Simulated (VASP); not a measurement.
Input of a VASP 6.6.1 run:

Contents of INCAR:

```
ALGO = Normal ; DIPOL = 0.5 0.5 0.500
EDIFF = 1E-6 ; ENCUT = 520
GGA = PE ; IDIPOL = 3
ISIF = 2 ; ISMEAR = -1
LASPH = True ; LCHARG = True
LDIPOL = True ; LELF = True
LREAL = False ; LVACPOTAV = True
LVHAR = True ; LWAVE = False
NBANDS = 21 ; NELM = 100
PREC = Accurate ; SIGMA = 0.02
```

Contents of KPOINTS:

```
k-points
0
Gamma
  12 12 1
```

File POSCAR:

```
C
1.0
    2.5255274272      0.0000000000      0.0000000000
    0.0000000000      2.5255274272      0.0000000000
    0.0000000000      0.0000000000     17.3036000000
C
6
Direct
    0.7500000000      0.0000000000      0.3756445340
    0.2500000000      0.0000000000      0.4205156608
    0.2500000000      0.5000000000      0.4751005762
    0.7500000000      0.5000000000      0.5248994240
    0.7500000000      0.0000000000      0.5794843371
    0.2500000000      0.0000000000      0.6243554660
```

Potentials or basis: VASP PAW PBE potentials, release 64 (C).

The run is started by

```sh
$ cat potpaw_PBE.64/C/POTCAR > POTCAR
$ mpirun -np 1 vasp_std > vasp.out
```

Question: Estimate the largest force.

Answer: 0.045 eV/Å.

Question: Predict the band gap on the k mesh.

Answer: Zero (band 12 reaches -1.50 eV, above the bottom of band 13 at -2.28 eV).

Forces in eV/Å, atoms in the order of the input:
```
C    0.000  0.000 -0.045
C    0.000  0.000  0.018
C    0.000  0.000 -0.008
C    0.000  0.000  0.008
C    0.000  0.000 -0.018
C    0.000  0.000  0.045
```
